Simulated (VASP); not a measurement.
# HfB (I4mm) in VASP: single point with PBE+U

Aim: the single point of HfB with PBE+U.

Program: VASP 6.6.1. These are calculated values, not measurements. Logs are shortened: lines on timing, memory, paths and dates and some standing lists are left out, and cuts for length are marked.

## (1) The cell of the first run

The structure is tetragonal, space group I4mm (No. 107). The conventional cell has a = 3.267 Å, b = 3.267 Å, c = 4.620 Å, α = 90.00°, β = 90.00°, γ = 90.00°. Within 2.8 Å of Hf (site symmetry 4mm) lie 6 B at 2.11 to 2.51 Å. Within 2.8 Å of B (site symmetry 4mm) lie 6 Hf at 2.11 to 2.51 Å.

## (2) Single point, PBE+U, collinear spin, ferromagnetic start

INCAR reads:

```
SYSTEM = HfB
  PREC = Accurate
  ENCUT = 500
  EDIFF = 1E-6
  ISMEAR = 0
  SIGMA = 0.1
  LREAL = .FALSE.
  LASPH = .TRUE.
  NELM = 200
  ALGO = Normal
  ISIF = 2
  LWAVE = .FALSE.
  LCHARG = .FALSE.
  ISPIN = 2
  MAGMOM = 0.03 0.3
  LORBIT = 11
  LMAXMIX = 4
  LDAU = .TRUE.
  LDAUTYPE = 2
  LDAUL = 2 -1
  LDAUU = 6.3 0
  LDAUJ = 0 0
  LDAUPRINT = 1
  GGA = PE
  NBANDS = 18
  GGA_COMPAT = .FALSE.
```

KPOINTS reads:

```
regular mesh
0
G
  2 2 2
  0 0 0
```

POSCAR reads:

```
HfB
1.0
    0.0000000000      2.3100000000      2.3100000000
    2.3100000000      0.0000000000      2.3100000000
    2.3100000000      2.3100000000      0.0000000000
Hf B
1 1
Direct
    0.5000000000      0.5000000000      0.5000000000
   -0.0432900433      0.0432900433      0.0432900433
```

Potentials or basis: VASP PAW PBE potentials, release 64 (Hf_pv, B).

On the command line:

```bash
$ cat potpaw_PBE.64/Hf_pv/POTCAR potpaw_PBE.64/B/POTCAR > POTCAR
$ mpirun -np 1 vasp_std > vasp.out
```

OUTCAR:

```text
SYSTEM = HfB
   PREC = Accurate
   ENCUT = 500
   EDIFF = 1E-6
   ISMEAR = 0
   LREAL = .FALSE.
   LASPH = .TRUE.
   NELM = 200
   ISIF = 2
   ISPIN = 2
   LORBIT = 11
   GGA = PE

 ion  position               nearest neighbor table
   1  0.500  0.500  0.500-   2 2.11   2 2.32   2 2.32   2 2.32   2 2.32   2 2.51
   2  0.957  0.043  0.043-   1 2.11   1 2.32   1 2.32   1 2.32   1 2.32   1 2.51

  LATTYP: Found a face centered cubic cell.
 ALAT       =     4.6200000000

  Lattice vectors:

 A1 = (   0.0000000000,   2.3100000000,   2.3100000000)
 A2 = (   2.3100000000,   0.0000000000,   2.3100000000)
 A3 = (   2.3100000000,   2.3100000000,   0.0000000000)

Analysis of symmetry for initial positions (statically):
=====================================================================
 Subroutine PRICEL returns:
 Original cell was already a primitive cell.

 Routine SETGRP: Setting up the symmetry group for a
 face centered cubic supercell.

 Subroutine GETGRP returns: Found  8 space group operations
 (whereof  8 operations were pure point group operations)
 out of a pool of 48 trial point group operations.

The static configuration has the point symmetry C_4v.

Analysis of symmetry for dynamics (positions and initial velocities):
=====================================================================
 Subroutine PRICEL returns:
 Original cell was already a primitive cell.

 Routine SETGRP: Setting up the symmetry group for a
 face centered cubic supercell.

 Subroutine GETGRP returns: Found  8 space group operations
 (whereof  8 operations were pure point group operations)
 out of a pool of 48 trial point group operations.

The dynamic configuration has the point symmetry C_4v.

Analysis of structural, dynamic, and magnetic symmetry:
=====================================================================
 Subroutine PRICEL returns:
 Original cell was already a primitive cell.

 Routine SETGRP: Setting up the symmetry group for a
 face centered cubic supercell.

 Subroutine GETGRP returns: Found  8 space group operations
 (whereof  8 operations were pure point group operations)
 out of a pool of 48 trial point group operations.

The overall configuration has the point symmetry C_4v.

 Subroutine INISYM returns: Found  8 space group operations
 (whereof  8 operations are pure point group operations),
 and found     1 'primitive' translations

----------------------------------------------------------------------------------------

                                     Primitive cell

  volume of cell :      24.6528

  direct lattice vectors                    reciprocal lattice vectors
     0.000000000  2.310000000  2.310000000    -0.216450216  0.216450216  0.216450216
     2.310000000  0.000000000  2.310000000     0.216450216 -0.216450216  0.216450216
     2.310000000  2.310000000  0.000000000     0.216450216  0.216450216 -0.216450216

  length of vectors
     3.266833329  3.266833329  3.266833329     0.374902772  0.374902772  0.374902772

  position of ions in fractional coordinates (direct lattice)
     0.500000000  0.500000000  0.500000000
     0.956709957  0.043290043  0.043290043

  ion indices of the primitive-cell ions
   primitive index   ion index
                 1           1
                 2           2

----------------------------------------------------------------------------------------

 KPOINTS: regular mesh

Automatic generation of k-mesh.
 Grid dimensions read from file:
 generate k-points for:    2    2    2

 Generating k-lattice:

  Cartesian coordinates                     Fractional coordinates (reciprocal lattice)
    -0.108225108  0.108225108  0.108225108     0.500000000  0.000000000  0.000000000
     0.108225108 -0.108225108  0.108225108     0.000000000  0.500000000  0.000000000
     0.108225108  0.108225108 -0.108225108     0.000000000  0.000000000  0.500000000

  Length of vectors
     0.187451386  0.187451386  0.187451386

  Shift w.r.t. Gamma in fractional coordinates (k-lattice)
     0.000000000  0.000000000  0.000000000

 Subroutine IBZKPT returns following result:
 ===========================================

 Found      4 irreducible k-points:

 Following reciprocal coordinates:
            Coordinates               Weight
  0.000000  0.000000  0.000000      1.000000
  0.500000  0.000000  0.000000      4.000000
  0.500000  0.500000  0.000000      2.000000
  0.000000  0.500000  0.500000      1.000000
   k-points           NKPTS =      4   k-points in BZ     NKDIM =      4   number of bands    NBANDS=     18
   number of dos      NEDOS =    301   number of ions     NIONS =      2
   total plane-waves  NPLWV =  13824
   dimension x,y,z NGX =    24 NGY =   24 NGZ =   24
   dimension x,y,z NGXF=    48 NGYF=   48 NGZF=   48
   ions per type =               1   1
   NGX,Y,Z   is equivalent  to a cutoff of  12.21, 12.21, 12.21 a.u.
   NGXF,Y,Z  is equivalent  to a cutoff of  24.43, 24.43, 24.43 a.u.
 SYSTEM =  HfB
   PREC   = accura    normal or accurate (medium, high low for compatibility)
   ISTART =      0    job   : 0-new  1-cont  2-samecut
   ICHARG =      2    charge: 1-file 2-atom 10-const
   ISPIN  =      2    spin polarized calculation?
   LNONCOLLINEAR =      F non collinear calculations
   LSORBIT =      F    spin-orbit coupling
   LASPH  =      T    aspherical Exc in radial PAW
   ENCUT  =  500.0 eV  36.75 Ry    6.06 a.u.   5.96  5.96  5.96*2*pi/ulx,y,z
   NELM   =    200;   NELMIN=  2; NELMDL= -5     # of ELM steps
   EDIFF  = 0.1E-05   stopping-criterion for ELM
   LREAL  =      F    real-space projection
   EDIFFG = 0.1E-04   stopping-criterion for IOM
   NSW    =      0    number of steps for IOM
   IBRION =     -1    ionic relax: 0-MD 1-quasi-New 2-CG
   NFREE  =      0    steps in history (QN), initial steepest desc. (CG)
   ISIF   =      2    stress and relaxation
   ISYM   =      2    0-nonsym 1-usesym 2-fastsym
   POTIM  = 0.5000    time-step for ionic-motion
   TEBEG  =    0.0;   TEEND  =   0.0 temperature during run
   PSTRESS=    0.0 pullay stress
   NELECT =      13.0000    total number of electrons
   NUPDOWN=      -1.0000    fix difference up-down
   EMIN   =  10.00;   EMAX   =-10.00  energy-range for DOS
   EFERMI =   0.00;   METHOD = LEGACY
   ISMEAR =     0;   SIGMA  =   0.10  broadening in eV -4-tet -1-fermi 0-gaus
   EFERMI_NEDOS =   21; number of points for ismear=-14 and -15
   IALGO  =     38    algorithm
   IMIX   =      4    mixing-type and parameters
     AMIX     =   0.40;   BMIX     =  1.00
     AMIX_MAG =   1.60;   BMIX_MAG =  1.00
  volume/ion in A,a.u.               =      12.33        83.18
  Fermi-wavevector in a.u.,A,eV,Ry     =   1.322617  2.499383 23.800871  1.749315
  Thomas-Fermi vector in A             =   2.452285
   LORBIT       =     11    0 simple, 1 ext, 2 COOP (PROOUT), +10 PAW based schemes
 LDA+U is selected, type is set to LDAUTYPE =  2
   angular momentum for each species LDAUL =     2   -1
   U (eV)           for each species LDAUU =   6.3  0.0
   J (eV)           for each species LDAUJ =   0.0  0.0
   GGA     = PE    functional components
   LHFCALC =     F    Hartree Fock is set to
   AEXX    =    0.0000 exact exchange contribution
   IVDW    =     0    specifies the selected vdW correction
   LEPSILON=     F    determine dielectric tensor
   LRPA    =     F    only Hartree local field effects (RPA)
 spin polarized calculation
 Gauss-broadening in eV      SIGMA  =   0.10
  energy-cutoff  :      500.00
  volume of cell :       24.65
 maximum number of plane-waves:       636
 NGX is ok and might be reduce to    24
   NGX = 11   NGY = 11   NGZ = 11

atom =   1  type =  1  l = 2

 onsite density matrix

spin component  1

  0.1180 -0.0000 -0.0000 -0.0000 -0.0000
 -0.0000  0.1217 -0.0000 -0.0000 -0.0000
 -0.0000 -0.0000  0.2465  0.0000 -0.0090
 -0.0000 -0.0000  0.0000  0.1180  0.0000
 -0.0000 -0.0000 -0.0090  0.0000  0.2569

spin component  2

  0.1190 -0.0000  0.0000 -0.0000 -0.0000
 -0.0000  0.1252 -0.0000  0.0000 -0.0000
  0.0000 -0.0000  0.2482  0.0000 -0.0058
 -0.0000  0.0000  0.0000  0.1190  0.0000
 -0.0000 -0.0000 -0.0058  0.0000  0.2549

 occupancies and eigenvectors

  o =  0.1180  v =  0.0000  0.0000  0.0000 -1.0000 -0.0000  0.0000  0.0000  0.0000  0.0000  0.0000      0.0000  0.0000  0.0000  0.0000  0.0000  0.0000  0.0000  0.0000  0.0000  0.0000
  o =  0.1180  v =  1.0000  0.0000  0.0000  0.0000  0.0000  0.0000  0.0000  0.0000  0.0000  0.0000      0.0000  0.0000  0.0000  0.0000  0.0000  0.0000  0.0000  0.0000  0.0000  0.0000
  o =  0.1190  v =  0.0000  0.0000  0.0000  0.0000  0.0000  0.0000  0.0000 -0.0000 -1.0000  0.0000      0.0000  0.0000  0.0000  0.0000  0.0000  0.0000  0.0000  0.0000  0.0000  0.0000
  o =  0.1190  v =  0.0000  0.0000  0.0000  0.0000  0.0000  1.0000  0.0000  0.0000  0.0000  0.0000      0.0000  0.0000  0.0000  0.0000  0.0000  0.0000  0.0000  0.0000  0.0000  0.0000
  o =  0.1217  v =  0.0000 -1.0000 -0.0000  0.0000  0.0000  0.0000  0.0000  0.0000  0.0000  0.0000      0.0000  0.0000  0.0000  0.0000  0.0000  0.0000  0.0000  0.0000  0.0000  0.0000
  o =  0.1252  v =  0.0000  0.0000  0.0000  0.0000  0.0000  0.0000 -1.0000  0.0000 -0.0000 -0.0000      0.0000  0.0000  0.0000  0.0000  0.0000  0.0000  0.0000  0.0000  0.0000  0.0000
  o =  0.2413  v =  0.0000  0.0000 -0.8660 -0.0000 -0.5000  0.0000  0.0000  0.0000  0.0000  0.0000      0.0000  0.0000  0.0000  0.0000  0.0000  0.0000  0.0000  0.0000  0.0000  0.0000
  o =  0.2449  v =  0.0000  0.0000  0.0000  0.0000  0.0000  0.0000 -0.0000 -0.8660  0.0000 -0.5000      0.0000  0.0000  0.0000  0.0000  0.0000  0.0000  0.0000  0.0000  0.0000  0.0000
  o =  0.2582  v =  0.0000  0.0000  0.0000  0.0000  0.0000  0.0000 -0.0000 -0.5000  0.0000  0.8660      0.0000  0.0000  0.0000  0.0000  0.0000  0.0000  0.0000  0.0000  0.0000  0.0000
  o =  0.2621  v =  0.0000  0.0000 -0.5000 -0.0000  0.8660  0.0000  0.0000  0.0000  0.0000  0.0000      0.0000  0.0000  0.0000  0.0000  0.0000  0.0000  0.0000  0.0000  0.0000  0.0000

 number of electron      13.0000002 magnetization       0.5001614

 Free energy of the ion-electron system (eV)
  ---------------------------------------------------
  ext. energy  EPLUGINS =         0.00000000
  ---------------------------------------------------
  free energy    TOTEN  =       -12.06698069 eV

  energy without entropy =      -12.06295369  energy(sigma->0) =      -12.06496719

 E-fermi :   7.6970     XC(G=0): -12.2857

 val. band max:        7.5843389181   @ k =   0.0000   0.5000   0.5000
 cond. band min:       7.8091951667   @ k =   0.0000   0.0000   0.0000
 fundamental gap:      0.2248562486
 Fermi energy:         7.6969820776

 spin component 1

 k-point     1 :       0.0000    0.0000    0.0000
  band No.  band energies     occupation
      1     -23.7639      1.00000
      2     -23.7348      1.00000
      3     -23.7348      1.00000
      4      -4.4267      1.00000
      5       7.8092      0.05626
      6       7.8092      0.05626
[... 10 lines left out ...]
     17      31.2403      0.00000
     18      31.7203      0.00000
[... 43 lines left out ...]
 k-point     4 :       0.0000    0.5000    0.5000
  band No.  band energies     occupation
      1     -24.4132      1.00000
      2     -23.9882      1.00000
      3     -23.9882      1.00000
      4      -1.0664      1.00000
      5       4.2561      1.00000
      6       5.2669      1.00000
[... 10 lines left out ...]
     17      26.2373      0.00000
     18      27.2423      0.00000
 Fermi energy:         7.6969820776

 spin component 2

 k-point     1 :       0.0000    0.0000    0.0000
  band No.  band energies     occupation
      1     -23.7375      1.00000
      2     -23.7221      1.00000
      3     -23.7221      1.00000
      4      -4.0663      1.00000
      5       8.1101      0.00000
      6       8.1101      0.00000
[... 10 lines left out ...]
     17      31.5342      0.00000
     18      31.8357      0.00000
[... 43 lines left out ...]
 k-point     4 :       0.0000    0.5000    0.5000
  band No.  band energies     occupation
      1     -24.3745      1.00000
      2     -23.9707      1.00000
      3     -23.9707      1.00000
      4      -0.6490      1.00000
      5       4.7140      1.00000
      6       5.2477      1.00000
[... 10 lines left out ...]
     17      26.5331      0.00000
     18      27.5809      0.00000

------------------------ aborting loop because EDIFF is reached ----------------------------------------

  FORCE on cell =-STRESS in cart. coord.  units (eV):
  Direction    XX          YY          ZZ          XY          YZ          ZX
  --------------------------------------------------------------------------------------
  -------------------------------------------------------------------------------------
  Total       10.5118671      8.0563375      8.0563375      0.0000000      0.0000000      0.0000000
  in kB      683.1632700    523.5790934    523.5790934      0.0000000      0.0000000      0.0000000
  external PRESSURE =     576.7738190 kB  Pullay stress =       0.0000000 kB

 VOLUME and BASIS-vectors are now :
 -----------------------------------------------------------------------------
  energy-cutoff  :      500.00
  volume of cell :       24.65
      direct lattice vectors                 reciprocal lattice vectors
     0.000000000  2.310000000  2.310000000    -0.216450216  0.216450216  0.216450216
     2.310000000  0.000000000  2.310000000     0.216450216 -0.216450216  0.216450216
     2.310000000  2.310000000  0.000000000     0.216450216  0.216450216 -0.216450216

 POSITION                                       TOTAL-FORCE (eV/Angst)
 -----------------------------------------------------------------------------------
      2.31000      2.31000      2.31000         3.031890      0.000000      0.000000
      0.20000      2.31000      2.31000        -3.031890      0.000000      0.000000
 -----------------------------------------------------------------------------------
    total drift:                                0.000009     -0.000000     -0.000000

  FREE ENERGIE OF THE ION-ELECTRON SYSTEM (eV)
  ---------------------------------------------------
  free  energy   TOTEN  =       -12.0669806922 eV

  energy  without entropy=      -12.0629536866  energy(sigma->0) =      -12.06496719

 total charge

# of ion       s       p       d       tot
------------------------------------------
    1        0.347   6.799   1.683   8.829
    2        0.809   1.257   0.000   2.066
--------------------------------------------------
tot          1.157   8.056   1.683  10.895

 magnetization (x)

# of ion       s       p       d       tot
------------------------------------------
    1        0.000   0.142  -0.006   0.137
    2        0.014   0.252   0.000   0.266
--------------------------------------------------
tot          0.014   0.394  -0.006   0.403
```

Run time: 5.4 s. Hardware: 1 thread of AMD EPYC 9R45 (Zen 5), shared host; peak memory 0.12 GiB.

What came out:

```yaml
Free_energy: -12.0670 eV
Pressure: 57.7 GPa
Largest_force: 3.032 eV/Å
Net_moment: 0.50 μB per cell
Site_moments: Hf +0.14; B +0.27 μB
Valence_electrons_inside_the_program's_atomic_spheres: Hf 8.83; B 2.07
```

Forces on the atoms (eV/Å):
```
Hf   3.032  0.000  0.000
B   -3.032  0.000  0.000
```

Eigenvalues of the final occupation matrices:
```tsv
site	spin	trace	eigenvalues
site 1 d	1	0.86	0.12 0.12 0.12 0.24 0.26
site 1 d	2	0.87	0.12 0.12 0.13 0.24 0.26
```

Caveat: the k points lie up to 1.18 Å⁻¹ apart; spin-orbit coupling is left out, which moves the levels of the heavy elements; the U is typed as a test and isn't derived for this compound; forces of over 1 eV/Å act on the atoms, so gaps and moduli don't describe the material at rest.
